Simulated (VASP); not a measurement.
Set up this calculation in VASP 6.6.1, as the native input.

| Item | Value |
| --- | --- |
| Task | single point |
| Functional | LDA |
| Potentials or basis | VASP PAW LDA potentials, release 64 (Na_pv, S) |
| Cutoff | 500 eV |
| k mesh | 8 × 8 × 8 |
| Occupations | gaussian, width 0.01 eV |
| Spin | no spin polarisation |
| Dipole correction | no |
| Further INCAR settings | ALGO = Normal; EDIFF = 1e-06; NBANDS = 17 |

The structure of Na2S lies in POSCAR:

```
Na2S
1.0
    0.0000000000      3.2554286216      3.2554286216
    3.2554286216      0.0000000000      3.2554286216
    3.2554286216      3.2554286216      0.0000000000
Na S
2 1
Direct
    0.2500000000      0.2500000000      0.2500000000
    0.7500000000      0.7500000000      0.7500000000
    0.0000000000      0.0000000000      0.0000000000
```

One way to write it, as run:

INCAR

```
PREC     = Accurate       # precision mode
ENCUT    = 500            # plane-wave cutoff, eV
EDIFF    = 1E-6           # SCF threshold, eV
ISMEAR   = 0              # smearing method
SIGMA    = 0.01           # smearing width, eV
LREAL    = F              # projectors in reciprocal space
LASPH    = T              # aspherical terms in the spheres
NELM     = 120            # most SCF steps
ALGO     = Normal         # electronic algorithm
ISIF     = 2              # what is computed and relaxed
LWAVE    = F              # write WAVECAR
LCHARG   = F              # write CHGCAR
NBANDS   = 17             # bands
GGA_COMPAT= F
```

KPOINTS

```
Automatic mesh
0
Gamma
  8 8 8
```

Potentials or basis: VASP PAW LDA potentials, release 64 (Na_pv, S).

Command:

```sh
$ cat potpaw_LDA.64/Na_pv/POTCAR potpaw_LDA.64/S/POTCAR > POTCAR
$ mpirun -np 1 vasp_std > vasp.out
```

Results of the run:

| Quantity | Value |
| --- | --- |
| Pressure | -1.8 GPa |
| Band gap on the k mesh | 2.29 eV |

Run time: 20 s on 1 thread of Intel(R) Xeon(R) Platinum 8488C (Sapphire Rapids), with other jobs on the host, peak memory 0.17 GiB.
